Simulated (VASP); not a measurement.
# AlN (Imm2) in VASP: further runs

Runs on AlN. Level: PBE. Tasks: single point.

Everything below comes from runs of VASP 6.6.1. Logs are shortened: lines on timing, memory, paths and dates and some standing lists are left out, and cuts for length are marked.

## 1. The cell of the first run

Symmetry: Imm2, No. 44, orthorhombic system. Conventional cell: a = 3.089 Å, b = 3.089 Å, c = 4.368 Å, α = 90.00°, β = 90.00°, γ = 90.00°. Within 2.2 Å of Al (site symmetry mm2) lie 4 N at 1.67 to 2.19 Å. N (site symmetry mm2) has 4 Al at 1.67 to 2.19 Å within 2.2 Å.

## 2. Single point, PBE (mode 4 (656.9 1/cm) frozen in, largest displacement -0.300 Å)

Contents of INCAR:

```
PREC = Accurate
ENCUT = 520
EDIFF = 1E-7
ISMEAR = 0
SIGMA = 0.05
LREAL = F
LASPH = T
NELM = 100
ALGO = Normal
ISIF = 2
LWAVE = F
LCHARG = F
GGA = PE
NBANDS = 11
```

Contents of KPOINTS:

```
regular mesh
0
Gamma
  10 10 10
```

Contents of POSCAR:

```
AlN
1.0
    0.0000000000      2.1839935596      2.1839935596
    2.1839935596      0.0000000000      2.1839935596
    2.1839935596      2.1839935596      0.0000000000
Al N
1 1
Direct
    0.0356548263      0.0356548263     -0.0356548263
    0.6813184788      0.6813184788      0.8186815212
```

Potentials or basis: VASP PAW PBE potentials, release 64 (Al, N).

Run with:

```sh
$ cat potpaw_PBE.64/Al/POTCAR potpaw_PBE.64/N/POTCAR > POTCAR
$ mpirun -np 1 vasp_std > vasp.out
```

OUTCAR:

```text
PREC = Accurate
   ENCUT = 520
   EDIFF = 1E-7
   ISMEAR = 0
   LREAL = F
   LASPH = T
   NELM = 100
   ISIF = 2
   GGA = PE

 ion  position               nearest neighbor table
   1  0.036  0.036  0.964-   2 1.67   2 1.67   2 2.19   2 2.19
   2  0.681  0.681  0.819-   1 1.67   1 1.67   1 2.19   1 2.19

  LATTYP: Found a face centered cubic cell.
 ALAT       =     4.3679871192

  Lattice vectors:

 A1 = (   0.0000000000,   2.1839935596,   2.1839935596)
 A2 = (   2.1839935596,   0.0000000000,   2.1839935596)
 A3 = (   2.1839935596,   2.1839935596,   0.0000000000)

Analysis of symmetry for initial positions (statically):
=====================================================================
 Subroutine PRICEL returns:
 Original cell was already a primitive cell.

 Routine SETGRP: Setting up the symmetry group for a
 face centered cubic supercell.

 Subroutine GETGRP returns: Found  4 space group operations
 (whereof  4 operations were pure point group operations)
 out of a pool of 48 trial point group operations.

The static configuration has the point symmetry C_2v.

Analysis of symmetry for dynamics (positions and initial velocities):
=====================================================================
 Subroutine PRICEL returns:
 Original cell was already a primitive cell.

 Routine SETGRP: Setting up the symmetry group for a
 face centered cubic supercell.

 Subroutine GETGRP returns: Found  4 space group operations
 (whereof  4 operations were pure point group operations)
 out of a pool of 48 trial point group operations.

The dynamic configuration has the point symmetry C_2v.

 Subroutine INISYM returns: Found  4 space group operations
 (whereof  4 operations are pure point group operations),
 and found     1 'primitive' translations

----------------------------------------------------------------------------------------

                                     Primitive cell

  volume of cell :      20.8345

  direct lattice vectors                    reciprocal lattice vectors
     0.000000000  2.183993560  2.183993560    -0.228938404  0.228938404  0.228938404
     2.183993560  0.000000000  2.183993560     0.228938404 -0.228938404  0.228938404
     2.183993560  2.183993560  0.000000000     0.228938404  0.228938404 -0.228938404

  length of vectors
     3.088633312  3.088633312  3.088633312     0.396532948  0.396532948  0.396532948

  position of ions in fractional coordinates (direct lattice)
     0.035654826  0.035654826  0.964345174
     0.681318479  0.681318479  0.818681521

  ion indices of the primitive-cell ions
   primitive index   ion index
                 1           1
                 2           2

----------------------------------------------------------------------------------------

 KPOINTS: regular mesh

Automatic generation of k-mesh.
 Grid dimensions read from file:
 generate k-points for:   10   10   10

 Generating k-lattice:

  Cartesian coordinates                     Fractional coordinates (reciprocal lattice)
    -0.022893840  0.022893840  0.022893840     0.100000000  0.000000000  0.000000000
     0.022893840 -0.022893840  0.022893840     0.000000000  0.100000000  0.000000000
     0.022893840  0.022893840 -0.022893840     0.000000000  0.000000000  0.100000000

  Length of vectors
     0.039653295  0.039653295  0.039653295

  Shift w.r.t. Gamma in fractional coordinates (k-lattice)
     0.000000000  0.000000000  0.000000000

 Subroutine IBZKPT returns following result:
 ===========================================

 Found    171 irreducible k-points:

 Following reciprocal coordinates:
            Coordinates               Weight
  0.000000  0.000000  0.000000      1.000000
  0.100000  0.000000  0.000000      4.000000
  0.000000  0.000000  0.100000      4.000000
  0.200000  0.000000  0.000000      4.000000
  0.000000  0.000000  0.200000      4.000000
  0.300000  0.000000  0.000000      4.000000
[... 16 lines left out ...]
  0.000000  0.400000  0.100000      8.000000
  0.100000  0.000000  0.400000      8.000000
 [... further k-points ...]
   k-points           NKPTS =    171   k-points in BZ     NKDIM =    171   number of bands    NBANDS=     11
   number of dos      NEDOS =    301   number of ions     NIONS =      2
   total plane-waves  NPLWV =  13824
   dimension x,y,z NGX =    24 NGY =   24 NGZ =   24
   dimension x,y,z NGXF=    48 NGYF=   48 NGZF=   48
   ions per type =               1   1
   NGX,Y,Z   is equivalent  to a cutoff of  12.92, 12.92, 12.92 a.u.
   NGXF,Y,Z  is equivalent  to a cutoff of  25.84, 25.84, 25.84 a.u.
 SYSTEM =  unknown system
   PREC   = accura    normal or accurate (medium, high low for compatibility)
   ISTART =      0    job   : 0-new  1-cont  2-samecut
   ICHARG =      2    charge: 1-file 2-atom 10-const
   ISPIN  =      1    spin polarized calculation?
   LNONCOLLINEAR =      F non collinear calculations
   LSORBIT =      F    spin-orbit coupling
   LASPH  =      T    aspherical Exc in radial PAW
   ENCUT  =  520.0 eV  38.22 Ry    6.18 a.u.   5.74  5.74  5.74*2*pi/ulx,y,z
   NELM   =    100;   NELMIN=  2; NELMDL= -5     # of ELM steps
   EDIFF  = 0.1E-06   stopping-criterion for ELM
   LREAL  =      F    real-space projection
   EDIFFG = 0.1E-05   stopping-criterion for IOM
   NSW    =      0    number of steps for IOM
   IBRION =     -1    ionic relax: 0-MD 1-quasi-New 2-CG
   NFREE  =      0    steps in history (QN), initial steepest desc. (CG)
   ISIF   =      2    stress and relaxation
   ISYM   =      2    0-nonsym 1-usesym 2-fastsym
   POTIM  = 0.5000    time-step for ionic-motion
   TEBEG  =    0.0;   TEEND  =   0.0 temperature during run
   PSTRESS=    0.0 pullay stress
   NELECT =       8.0000    total number of electrons
   NUPDOWN=      -1.0000    fix difference up-down
   EMIN   =  10.00;   EMAX   =-10.00  energy-range for DOS
   EFERMI =   0.00;   METHOD = LEGACY
   ISMEAR =     0;   SIGMA  =   0.05  broadening in eV -4-tet -1-fermi 0-gaus
   EFERMI_NEDOS =   21; number of points for ismear=-14 and -15
   IALGO  =     38    algorithm
   IMIX   =      4    mixing-type and parameters
     AMIX     =   0.40;   BMIX     =  1.00
     AMIX_MAG =   1.60;   BMIX_MAG =  1.00
  volume/ion in A,a.u.               =      10.42        70.30
  Fermi-wavevector in a.u.,A,eV,Ry     =   1.189899  2.248583 19.263943  1.415860
  Thomas-Fermi vector in A             =   2.325996
   LORBIT       =      0    0 simple, 1 ext, 2 COOP (PROOUT), +10 PAW based schemes
   GGA     = PE    functional components
   LHFCALC =     F    Hartree Fock is set to
   AEXX    =    0.0000 exact exchange contribution
   IVDW    =     0    specifies the selected vdW correction
   LEPSILON=     F    determine dielectric tensor
   LRPA    =     F    only Hartree local field effects (RPA)
 non-spin polarized calculation
 Gauss-broadening in eV      SIGMA  =   0.05
  energy-cutoff  :      520.00
  volume of cell :       20.83
 maximum number of plane-waves:       571
   NGX = 11   NGY = 11   NGZ = 11

 number of electron       8.0000000 magnetization

 Free energy of the ion-electron system (eV)
  ---------------------------------------------------
  ext. energy  EPLUGINS =         0.00000000
  ---------------------------------------------------
  free energy    TOTEN  =       -13.47175931 eV

  energy without entropy =      -13.47175931  energy(sigma->0) =      -13.47175931

 E-fermi :   7.1017     XC(G=0): -10.9131

 val. band max:        6.8076627512   @ k =   0.0000   0.0000   0.0000
 cond. band min:       9.1161094699   @ k =   0.0000   0.5000   0.5000
 fundamental gap:      2.3084467187
 Fermi energy:         7.1016635475

 k-point     1 :       0.0000    0.0000    0.0000
  band No.  band energies     occupation
      1      -9.0745      2.00000
      2       4.7620      2.00000
      3       6.1288      2.00000
      4       6.8077      2.00000
      5       9.6864      0.00000
      6      18.4601      0.00000
      7      18.5437      0.00000
      8      18.8501      0.00000
      9      23.3401      0.00000
     10      23.4123      0.00000
     11      23.5261      0.00000

 k-point     2 :       0.1000    0.0000    0.0000
  band No.  band energies     occupation
      1      -8.9261      2.00000
      2       4.2626      2.00000
      3       5.9082      2.00000
      4       6.7384      2.00000
      5      10.2345      0.00000
      6      17.5342      0.00000
      7      18.6013      0.00000
      8      19.6871      0.00000
      9      21.6868      0.00000
     10      22.4625      0.00000
     11      24.7876      0.00000

 k-point     3 :       0.0000    0.0000    0.1000
  band No.  band energies     occupation
      1      -8.9334      2.00000
      2       4.7176      2.00000
      3       5.4538      2.00000
      4       6.4944      2.00000
      5      10.4838      0.00000
      6      17.6361      0.00000
      7      18.6936      0.00000
      8      19.1981      0.00000
      9      22.5278      0.00000
     10      22.5951      0.00000
     11      23.5637      0.00000

 k-point     4 :       0.2000    0.0000    0.0000
  band No.  band energies     occupation
      1      -8.5033      2.00000
      2       2.9785      2.00000
      3       5.6683      2.00000
      4       6.5667      2.00000
      5      11.2456      0.00000
      6      16.4531      0.00000
      7      18.4015      0.00000
      8      19.7343      0.00000
      9      21.3309      0.00000
     10      22.2330      0.00000
     11      23.4437      0.00000
[... 239 lines left out ...]
 k-point    22 :       0.4000    0.1000    0.0000
  band No.  band energies     occupation
      1      -7.3784      2.00000
      2       0.7748      2.00000
      3       4.9723      2.00000
      4       5.9776      2.00000
      5      12.9593      0.00000
      6      14.5954      0.00000
      7      17.6915      0.00000
      8      18.1091      0.00000
      9      23.0722      0.00000
     10      24.2493      0.00000
     11      25.3161      0.00000

 k-point    23 :       0.0000    0.4000    0.1000
  band No.  band energies     occupation
      1      -7.3638      2.00000
      2       0.7188      2.00000
      3       5.2283      2.00000
      4       5.9465      2.00000
      5      12.5060      0.00000
      6      15.0020      0.00000
      7      16.8763      0.00000
      8      18.9961      0.00000
      9      21.9095      0.00000
     10      24.6193      0.00000
     11      25.8176      0.00000

 k-point    24 :       0.1000    0.0000    0.4000
  band No.  band energies     occupation
      1      -7.4651      2.00000
      2       1.4114      2.00000
      3       4.1900      2.00000
      4       5.7425      2.00000
      5      12.9885      0.00000
      6      15.1921      0.00000
      7      17.1813      0.00000
      8      18.4163      0.00000
      9      22.6941      0.00000
     10      23.7784      0.00000
     11      26.9526      0.00000

 [... further k-points ...]
[... 5 lines left out ...]
  --------------------------------------------------------------------------------------
  -------------------------------------------------------------------------------------
  Total        5.4062818      5.4062818      0.1714909     -5.3127648      0.0000000      0.0000000
  in kB      415.7432486    415.7432486     13.1876584   -408.5517914      0.0000000      0.0000000
  external PRESSURE =     281.5580519 kB  Pullay stress =       0.0000000 kB

 VOLUME and BASIS-vectors are now :
 -----------------------------------------------------------------------------
  energy-cutoff  :      520.00
  volume of cell :       20.83
      direct lattice vectors                 reciprocal lattice vectors
     0.000000000  2.183993560  2.183993560    -0.228938404  0.228938404  0.228938404
     2.183993560  0.000000000  2.183993560     0.228938404 -0.228938404  0.228938404
     2.183993560  2.183993560  0.000000000     0.228938404  0.228938404 -0.228938404

 POSITION                                       TOTAL-FORCE (eV/Angst)
 -----------------------------------------------------------------------------------
      2.18399      2.18399      0.15574         0.000000      0.000000     -5.322863
      3.27599      3.27599      2.97599        -0.000000     -0.000000      5.322863
 -----------------------------------------------------------------------------------
    total drift:                                0.000000      0.000000      0.000030

  FREE ENERGIE OF THE ION-ELECTRON SYSTEM (eV)
  ---------------------------------------------------
  free  energy   TOTEN  =       -13.4717593059 eV

  energy  without entropy=      -13.4717593059  energy(sigma->0) =      -13.47175931
```

Wall time 11 s (1 thread of Intel Xeon 6975P-C (Granite Rapids), shared host); peak memory 0.16 GiB.

Results:

- Free energy: -13.4718 eV
- Pressure: 28.2 GPa
- Largest force: 5.323 eV/Å
- Band gap on the k mesh: 2.31 eV, indirect (least direct gap 2.88 eV)

Forces on the atoms (eV/Å):
```
Al   0.000  0.000 -5.323
N    0.000  0.000  5.323
```

Levels at points of the mesh, in eV from the valence-band top:
```csv
k point,band 1,band 2,band 3,band 4,band 5,band 6,band 7,band 8,band 9
"(0.00, 0.00, 0.00)",-15.88,-2.05,-0.68,0.00,2.88,11.65,11.74,12.04,16.53
"(0.50, 0.00, 0.00)",-13.80,-7.01,-1.43,-0.64,5.79,8.13,9.94,11.44,15.84
"(0.00, 0.00, 0.50)",-13.94,-6.37,-2.46,-0.83,6.11,8.81,10.46,10.53,15.77
"(0.50, 0.50, 0.00)",-13.27,-5.71,-3.55,-2.06,2.65,7.92,12.19,14.81,14.82
"(0.00, 0.50, 0.50)",-13.24,-5.89,-2.51,-2.32,2.31,6.74,11.95,15.17,15.74
```

Caveat: the cell differs from its parent crystal (mode 4 (656.9 1/cm) frozen in, largest displacement -0.300 Å); forces of over 1 eV/Å act on the atoms, so gaps and moduli don't describe the material at rest.

## 3. Single point, PBE (mode 4 (656.9 1/cm) frozen in, largest displacement +0.225 Å)

Contents of INCAR:

```
SYSTEM = AlN
  ALGO = Normal
  EDIFF = 1E-6
  ENCUT = 520
  GGA = PE
  ISIF = 2
  ISMEAR = 0
  LASPH = .TRUE.
  LCHARG = .TRUE.
  LELF = .TRUE.
  LREAL = .FALSE.
  LVHAR = .TRUE.
  LWAVE = .FALSE.
  NBANDS = 11
  NELM = 100
  PREC = Accurate
  SIGMA = 0.05
```

Contents of KPOINTS:

```
k-points
0
G
  10 10 10
  0 0 0
```

Contents of POSCAR:

```
AlN
1.0
    0.0000000000      2.1839935596      2.1839935596
    2.1839935596      0.0000000000      2.1839935596
    2.1839935596      2.1839935596      0.0000000000
Al N
1 1
Direct
   -0.0267411198     -0.0267411198      0.0267411198
    0.8015111409      0.8015111409      0.6984888591
```

Potentials or basis: VASP PAW PBE potentials, release 64 (Al, N).

Run with:

```sh
$ cat potpaw_PBE.64/Al/POTCAR potpaw_PBE.64/N/POTCAR > POTCAR
$ mpirun -np 1 vasp_std > vasp.out
```

Wall time 10 s (1 thread of Intel Xeon 6975P-C (Granite Rapids), shared host); peak memory 0.16 GiB.

Results (log left out):

| Property | Result |
| --- | --- |
| Free energy | -14.0322 eV |
| Pressure | 18.5 GPa |
| Largest force | 4.441 eV/Å |
| Band gap on the k mesh | 2.51 eV, indirect (least direct gap 3.22 eV) |

Forces in eV/Å, atoms in the order of the input:
```
Al   0.000  0.000  4.441
N    0.000  0.000 -4.441
```

Stress tensor (GPa, compression positive):
```
26.10 28.24  0.00
28.24 26.10  0.00
 0.00  0.00  3.17
```

Levels at points of the mesh, in eV from the valence-band top:
| k point | band 1 | band 2 | band 3 | band 4 | band 5 | band 6 | band 7 | band 8 |
| --- | --- | --- | --- | --- | --- | --- | --- | --- |
| (0.00, 0.00, 0.00) | -15.72 | -1.65 | -0.62 | 0.00 | 3.22 | 11.78 | 11.91 | 12.03 |
| (0.50, 0.00, 0.00) | -13.75 | -6.30 | -2.07 | -0.84 | 6.47 | 9.05 | 10.38 | 10.64 |
| (0.00, 0.00, 0.50) | -13.65 | -6.80 | -1.30 | -0.59 | 6.18 | 8.58 | 10.15 | 11.24 |
| (0.50, 0.50, 0.00) | -13.09 | -5.58 | -3.19 | -2.01 | 2.72 | 8.00 | 12.64 | 14.90 |
| (0.00, 0.50, 0.50) | -13.07 | -5.70 | -2.41 | -2.29 | 2.51 | 7.26 | 12.54 | 15.23 |

Caveat: the cell differs from its parent crystal (mode 4 (656.9 1/cm) frozen in, largest displacement +0.225 Å); forces of over 1 eV/Å act on the atoms, so gaps and moduli don't describe the material at rest. A k mesh can miss the band edges.
